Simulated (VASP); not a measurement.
The system is MgO.

```
Mg O
1.0
     0.00000    2.14139    2.18465
     2.14139    0.00000    2.18465
     2.14139    2.14139    0.00000
Mg O
1 1
Cartesian
  0.0000 0.0000 0.0000
  2.1414 2.1414 2.1847
```

```yaml
Program: VASP 6.6.1
Task: relaxation of cell and atoms
Functional: PBE
Potentials_or_basis: VASP PAW PBE potentials, release 64 (Mg, O)
Cutoff: 600 eV
k_mesh: 6 × 6 × 6
Occupations: gaussian, width 0.01 eV
Spin: no spin polarisation
```

At the start: pressure -6.4 GPa; volume 10.02 Å³/atom.

Question: Where does the relaxation end?

Answer: Over 5 steps the energy falls by 10.9 meV/atom and the volume is 9.55 Å³/atom (-4.7 %); space group Fm-3m (No. 225, to 0.1 Å) before and after.

The path:
```
step  energy change (eV)  largest force (eV/Å)  pressure (GPa)  volume (Å³)
   1              0.0000                0.0000           -6.39        20.04
   2             -0.0195                0.0000            1.81        18.90
   3             -0.0204                0.0000            0.23        19.09
   4             -0.0214                0.0000            0.14        19.09
   5             -0.0217                0.0000            0.11        19.10
```

Final structure:
```xyz
2
Lattice="0.0000 2.1217 2.1211 2.1217 0.0000 2.1211 2.1217 2.1217 0.0000" Properties=species:S:1:pos:R:3 pbc="T T T"
Mg    0.0000    0.0000    0.0000
O     2.1217    2.1217    2.1211
```

Caveat: the k points lie up to 0.43 Å⁻¹ apart in the final cell.
